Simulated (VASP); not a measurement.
# AlAs (F-43m) in VASP: further runs, part 2 of 3

VASP 6.6.1. The steps go on from the part before.

### 3 G0W0 quasiparticle levels, PBE

Contents of POSCAR:

```
AlAs
1.0
    0.0000000000      2.8305000000      2.8305000000
    2.8305000000      0.0000000000      2.8305000000
    2.8305000000      2.8305000000      0.0000000000
Al As
1 1
Direct
    0.0000000000      0.0000000000      0.0000000000
    0.2500000000      0.2500000000      0.2500000000
```

Contents of INCAR.step1:

```
SYSTEM = AlAs
PREC = Accurate ; ENCUT = 500
EDIFF = 1E-8 ; ISMEAR = 0
SIGMA = 0.01 ; LREAL = .False.
LASPH = .True. ; NELM = 80
ALGO = Normal ; LWAVE = .True.
LCHARG = .False. ; GGA = PE
```

Contents of INCAR.step2:

```
SYSTEM = AlAs
PREC = Accurate ; ENCUT = 500
EDIFF = 1E-8 ; ISMEAR = 0
SIGMA = 0.01 ; LREAL = .False.
LASPH = .True. ; NELM = 1
ALGO = Exact ; LWAVE = .True.
LCHARG = .False. ; GGA = PE
NBANDS = 457 ; LOPTICS = .True.
ISTART = 1
```

Contents of INCAR.step3:

```
SYSTEM = AlAs
PREC = Accurate ; ENCUT = 500
EDIFF = 1E-8 ; ISMEAR = 0
SIGMA = 0.01 ; LREAL = .False.
LASPH = .True. ; ALGO = EVGW0
LWAVE = .False. ; LCHARG = .False.
GGA = PE ; NELMGW = 1
NBANDS = 457 ; ENCUTGW = 180.0
NOMEGA = 48 ; PRECFOCK = Fast
ISTART = 1 ; NBANDSGW = 12
```

Contents of KPOINTS:

```
regular mesh
0
Gamma
  2 2 2
  0 0 0
```

Potentials or basis: VASP PAW PBE potentials, release 64 (Al_GW, As_GW).

Run with:

```bash
cat potpaw_PBE.64/Al_GW/POTCAR potpaw_PBE.64/As_GW/POTCAR > POTCAR
cp INCAR.step1 INCAR
mpirun -np 1 vasp_std > vasp.out
cp INCAR.step2 INCAR
mpirun -np 1 vasp_std > vasp.out
cp INCAR.step3 INCAR
mpirun -np 1 vasp_std > vasp.out
```

OUTCAR:

```text
SYSTEM = AlAs
   PREC = Accurate
   ENCUT = 500
   EDIFF = 1E-8
   ISMEAR = 0
   LREAL = .False.
   LASPH = .True.
   GGA = PE
   NELMGW = 1
   ENCUTGW = 180.0
   PRECFOCK = Fast
   ISTART = 1

 ion  position               nearest neighbor table
   1  0.000  0.000  0.000-   2 2.45   2 2.45   2 2.45   2 2.45
   2  0.250  0.250  0.250-   1 2.45   1 2.45   1 2.45   1 2.45

  LATTYP: Found a face centered cubic cell.
 ALAT       =     5.6610000000

  Lattice vectors:

 A1 = (   0.0000000000,   2.8305000000,   2.8305000000)
 A2 = (   2.8305000000,   0.0000000000,   2.8305000000)
 A3 = (   2.8305000000,   2.8305000000,   0.0000000000)

Analysis of symmetry for initial positions (statically):
=====================================================================
[... 144 lines left out ...]
   ENCUTLF             =  -1.0    cutoff for local field effects
   NELMGW              =     1    number of iterations in solving QP/BSE equation
   NELMHF              =     1    number of iterations in the inner HF iteration
   NKREDLFX            =     1    NKREDLFY  =   1   NKREDLFZ  =   1
 non-spin polarized calculation
 Gauss-broadening in eV      SIGMA  =   0.01
  energy-cutoff  :      500.00
  volume of cell :       45.35
 maximum number of plane-waves:      1162
 NGX is ok and might be reduce to    30
  NGX = 16; NGY = 16; NGZ = 16
   NGX = 15   NGY = 15   NGZ = 15
 maximum number of plane-waves:       259

 QP shifts <psi_nk| G(iteration)W_0 |psi_nk>: iteration 1
 for sc-GW calculations column KS-energies equals QP-energies in previous step
 and V_xc(KS)=  KS-energies - (<T + V_ion + V_H > + <T+V_H+V_ion>^1  + <V_x>^1)

 k-point   1 :       0.0000    0.0000    0.0000
  band No.  KS-energies  QP-energies   sigma(KS)   V_xc(KS)     V^pw_x(r,r')   Z            occupation Imag(sigma)

      1      -8.1066      -8.7182     -11.7851     -10.8500     -17.7419       0.6541       2.0000       0.9616
      2       3.7612       2.9799     -12.3445     -11.3400     -14.3839       0.7778       2.0000       0.0989
      3       3.7612       2.9799     -12.3445     -11.3400     -14.3839       0.7778       2.0000       0.0989
      4       3.7612       2.9799     -12.3445     -11.3400     -14.3839       0.7778       2.0000       0.0989
      5       5.7755       6.0259      -9.5378      -9.8593      -4.5336       0.7788       0.0000      -0.1312
      6       7.8245       7.8404      -9.0381      -9.0588      -4.0727       0.7730       0.0000      -0.1330
      7       7.8245       7.8404      -9.0381      -9.0588      -4.0727       0.7730       0.0000      -0.1330
      8       7.8245       7.8404      -9.0381      -9.0588      -4.0727       0.7730       0.0000      -0.1330
      9      12.5284      12.1062      -7.7253      -7.1769      -1.9502       0.7697       0.0000      -0.3953
     10      12.5637      12.6164      -8.9743      -9.0414      -3.5736       0.7851       0.0000      -0.2003
     11      12.5637      12.6164      -8.9743      -9.0414      -3.5736       0.7851       0.0000      -0.2003
     12      15.0128      14.6805      -7.7967      -7.3749      -1.8236       0.7880       0.0000      -0.6369
[... 20 lines left out ...]
      1      -6.0410      -6.7926     -12.8791     -11.8348     -17.9197       0.7197       2.0000       0.8075
      2      -1.8216      -2.7382     -11.0450      -9.8331     -13.9492       0.7563       2.0000       0.2000
      3       1.5067       0.6711     -11.5011     -10.4171     -13.7863       0.7709       2.0000       0.0950
      4       1.5067       0.6711     -11.5011     -10.4171     -13.7863       0.7709       2.0000       0.0950
      5       5.0222       4.7803      -7.9686      -7.6617      -3.3702       0.7883       0.0000      -0.1096
      6       5.8976       5.7789      -8.5549      -8.4043      -3.9357       0.7883       0.0000      -0.1067
      7      13.9606      14.0453      -9.5532      -9.6622      -3.3130       0.7767       0.0000      -0.6079
      8      13.9606      14.0453      -9.5532      -9.6622      -3.3130       0.7767       0.0000      -0.6079
      9      15.6025      15.7412      -9.8497     -10.0279      -3.9150       0.7784       0.0000      -0.5903
     10      16.1928      16.2229      -9.7587      -9.7975      -3.8571       0.7757       0.0000      -0.3497
     11      16.1928      16.2229      -9.7587      -9.7975      -3.8571       0.7757       0.0000      -0.3497
     12      16.5627      16.6381      -8.7801      -8.8756      -2.3878       0.7891       0.0000      -0.7096
```

OUTCAR.step1:

```text
SYSTEM = AlAs
   PREC = Accurate
   ENCUT = 500
   EDIFF = 1E-8
   ISMEAR = 0
   LREAL = .False.
   LASPH = .True.
[... 230 lines left out ...]
      0.00000      0.00000      0.00000        -0.000000     -0.000000     -0.000000
      1.41525      1.41525      1.41525         0.000000      0.000000      0.000000
 -----------------------------------------------------------------------------------
    total drift:                               -0.000000     -0.000000     -0.000000

  FREE ENERGIE OF THE ION-ELECTRON SYSTEM (eV)
  ---------------------------------------------------
  free  energy   TOTEN  =        -7.3975757817 eV

  energy  without entropy=       -7.3975757817  energy(sigma->0) =       -7.39757578
```

Run time: 1.9 min. Hardware: 1 thread of Intel Xeon 8259CL, shared host; peak memory 0.3 GiB.

Results:

| Item | Value |
| --- | --- |
| Band gap on the k mesh, mean-field level | 1.26 eV, indirect (least direct gap 2.01 eV) |
| Quasiparticle gap | 1.80 eV |
| Least direct quasiparticle gap | 3.05 eV |

Caveat: the k points lie up to 0.96 Å⁻¹ apart; bands, screening cutoff and mesh are small and nothing is extrapolated, so the quasiparticle values aren't converged. A k mesh can miss the band edges.

### 4 G0W0 quasiparticle levels, PBE

POSCAR is that of step 3.

Contents of INCAR.step1:

```
ALGO = Normal
EDIFF = 1E-8
ENCUT = 500
GGA = PE
ISMEAR = 0
LASPH = True
LCHARG = False
LREAL = False
LWAVE = True
NELM = 100
PREC = Accurate
SIGMA = 0.01
```

Contents of INCAR.step2:

```
ALGO = Exact
EDIFF = 1E-8
ENCUT = 500
GGA = PE
ISMEAR = 0
ISTART = 1
LASPH = True
LCHARG = False
LOPTICS = True
LREAL = False
LWAVE = True
NBANDS = 228
NELM = 1
PREC = Accurate
SIGMA = 0.01
```

Contents of INCAR.step3:

```
ALGO = EVGW0
EDIFF = 1E-8
ENCUT = 500
ENCUTGW = 113.3
GGA = PE
ISMEAR = 0
ISTART = 1
LASPH = True
LCHARG = False
LREAL = False
LWAVE = False
NBANDS = 228
NBANDSGW = 12
NELMGW = 1
NOMEGA = 48
PREC = Accurate
PRECFOCK = Fast
SIGMA = 0.01
```

Contents of KPOINTS:

```
k-points
0
Gamma
  2 2 2
```

Potentials or basis: VASP PAW PBE potentials, release 64 (Al_GW, As_GW).

Run with:

```bash
cat potpaw_PBE.64/Al_GW/POTCAR potpaw_PBE.64/As_GW/POTCAR > POTCAR
cp INCAR.step1 INCAR
mpirun -np 1 vasp_std > vasp.out
cp INCAR.step2 INCAR
mpirun -np 1 vasp_std > vasp.out
cp INCAR.step3 INCAR
mpirun -np 1 vasp_std > vasp.out
```

OUTCAR:

```text
EDIFF = 1E-8
   ENCUT = 500
   ENCUTGW = 113.3
   GGA = PE
   ISMEAR = 0
   ISTART = 1
   LASPH = True
   LREAL = False
   NELMGW = 1
   PREC = Accurate
   PRECFOCK = Fast

 ion  position               nearest neighbor table
   1  0.000  0.000  0.000-   2 2.45   2 2.45   2 2.45   2 2.45
   2  0.250  0.250  0.250-   1 2.45   1 2.45   1 2.45   1 2.45

  LATTYP: Found a face centered cubic cell.
 ALAT       =     5.6610000000

  Lattice vectors:

 A1 = (   0.0000000000,   2.8305000000,   2.8305000000)
 A2 = (   2.8305000000,   0.0000000000,   2.8305000000)
 A3 = (   2.8305000000,   2.8305000000,   0.0000000000)

Analysis of symmetry for initial positions (statically):
=====================================================================
 Subroutine PRICEL returns:
 Original cell was already a primitive cell.

[... 143 lines left out ...]
   NELMHF              =     1    number of iterations in the inner HF iteration
   NKREDLFX            =     1    NKREDLFY  =   1   NKREDLFZ  =   1
 non-spin polarized calculation
 Gauss-broadening in eV      SIGMA  =   0.01
  energy-cutoff  :      500.00
  volume of cell :       45.35
 maximum number of plane-waves:      1162
 NGX is ok and might be reduce to    30
  NGX = 16; NGY = 16; NGZ = 16
   NGX = 15   NGY = 15   NGZ = 15
 maximum number of plane-waves:       137
 NGX is ok and might be reduce to    14

 QP shifts <psi_nk| G(iteration)W_0 |psi_nk>: iteration 1
 for sc-GW calculations column KS-energies equals QP-energies in previous step
 and V_xc(KS)=  KS-energies - (<T + V_ion + V_H > + <T+V_H+V_ion>^1  + <V_x>^1)

 k-point   1 :       0.0000    0.0000    0.0000
  band No.  KS-energies  QP-energies   sigma(KS)   V_xc(KS)     V^pw_x(r,r')   Z            occupation Imag(sigma)

      1      -8.1066      -8.6305     -11.6441     -10.8500     -17.7419       0.6598       2.0000       0.9689
      2       3.7612       3.0940     -12.1910     -11.3400     -14.3839       0.7840       2.0000       0.1121
      3       3.7612       3.0940     -12.1910     -11.3400     -14.3839       0.7840       2.0000       0.1121
      4       3.7612       3.0940     -12.1910     -11.3400     -14.3839       0.7840       2.0000       0.1121
      5       5.7755       6.1364      -9.3949      -9.8593      -4.5336       0.7771       0.0000      -0.0972
      6       7.8245       7.8756      -8.9928      -9.0588      -4.0727       0.7752       0.0000      -0.1096
      7       7.8245       7.8756      -8.9928      -9.0588      -4.0727       0.7752       0.0000      -0.1096
      8       7.8245       7.8756      -8.9928      -9.0588      -4.0727       0.7752       0.0000      -0.1096
      9      12.5284      12.1371      -7.6862      -7.1769      -1.9502       0.7683       0.0000      -0.3702
     10      12.5637      12.6658      -8.9116      -9.0414      -3.5736       0.7864       0.0000      -0.1740
     11      12.5637      12.6658      -8.9116      -9.0414      -3.5736       0.7864       0.0000      -0.1740
     12      15.0128      14.7082      -7.7616      -7.3749      -1.8236       0.7878       0.0000      -0.6100
[... 20 lines left out ...]
      1      -6.0410      -6.6752     -12.7123     -11.8348     -17.9197       0.7227       2.0000       0.8498
      2      -1.8216      -2.6760     -10.9564      -9.8331     -13.9492       0.7606       2.0000       0.2177
      3       1.5067       0.7666     -11.3882     -10.4171     -13.7863       0.7621       2.0000       0.1446
      4       1.5067       0.7666     -11.3882     -10.4171     -13.7863       0.7621       2.0000       0.1446
      5       5.0222       4.8161      -7.9253      -7.6617      -3.3702       0.7821       0.0000      -0.0851
      6       5.8976       5.8197      -8.5034      -8.4043      -3.9357       0.7864       0.0000      -0.0759
      7      13.9606      14.1427      -9.4283      -9.6622      -3.3130       0.7785       0.0000      -0.5778
      8      13.9606      14.1427      -9.4283      -9.6622      -3.3130       0.7785       0.0000      -0.5778
      9      15.6025      15.8260      -9.7453     -10.0279      -3.9150       0.7906       0.0000      -0.5745
     10      16.1928      16.3260      -9.6253      -9.7975      -3.8571       0.7737       0.0000      -0.3113
     11      16.1928      16.3260      -9.6253      -9.7975      -3.8571       0.7737       0.0000      -0.3113
     12      16.5627      16.6728      -8.7355      -8.8756      -2.3878       0.7854       0.0000      -0.6752
```

OUTCAR.step1:

```text
EDIFF = 1E-8
   ENCUT = 500
   GGA = PE
   ISMEAR = 0
   LASPH = True
[... 230 lines left out ...]
 -----------------------------------------------------------------------------------
      0.00000      0.00000      0.00000        -0.000000     -0.000000     -0.000000
      1.41525      1.41525      1.41525         0.000000      0.000000      0.000000
 -----------------------------------------------------------------------------------
    total drift:                               -0.000000     -0.000000     -0.000000

  FREE ENERGIE OF THE ION-ELECTRON SYSTEM (eV)
  ---------------------------------------------------
  free  energy   TOTEN  =        -7.3975757817 eV

  energy  without entropy=       -7.3975757817  energy(sigma->0) =       -7.39757578
```

OUTCAR.step2:

```text
EDIFF = 1E-8
   ENCUT = 500
   GGA = PE
   ISMEAR = 0
[... 589 lines left out ...]
  --------------------------------------------------------------------------------------------------------------
     0.00000    43.66621    43.66621    43.66621     0.00000     0.00000    -0.00000
     2.07658    38.86129    38.86129    38.86129     0.00000     0.00000    -0.00000
     4.15316     1.98727     1.98727     1.98727     0.00000    -0.00000    -0.00000
     6.22974   -19.86175   -19.86175   -19.86175    -0.00000    -0.00000    -0.00000
     8.30632    -5.73755    -5.73755    -5.73755    -0.00000    -0.00000     0.00000
    10.38289    -3.91368    -3.91368    -3.91368    -0.00000    -0.00000    -0.00000
[... 92 lines left out ...]
   203.50472     0.98769     0.98769     0.98769    -0.00000    -0.00000     0.00000
   205.58130     0.98795     0.98795     0.98795    -0.00000    -0.00000     0.00000
```

It used 30 s of CPU time on 1 thread of Intel(R) Xeon(R) Platinum 8175M CPU @ 2.50GHz (Skylake/Cascade Lake), with other jobs on the host.

Results:

| Quantity | Value |
| --- | --- |
| Band gap on the k mesh, mean-field level | 1.26 eV, indirect (least direct gap 2.01 eV) |
| Quasiparticle gap | 1.72 eV |
| Least direct quasiparticle gap | 3.04 eV |

Caveat: the k points lie up to 0.96 Å⁻¹ apart; bands, screening cutoff and mesh are small and nothing is extrapolated, so the quasiparticle values aren't converged. A k mesh can miss the band edges.

(Continued in part 3 of 3.)
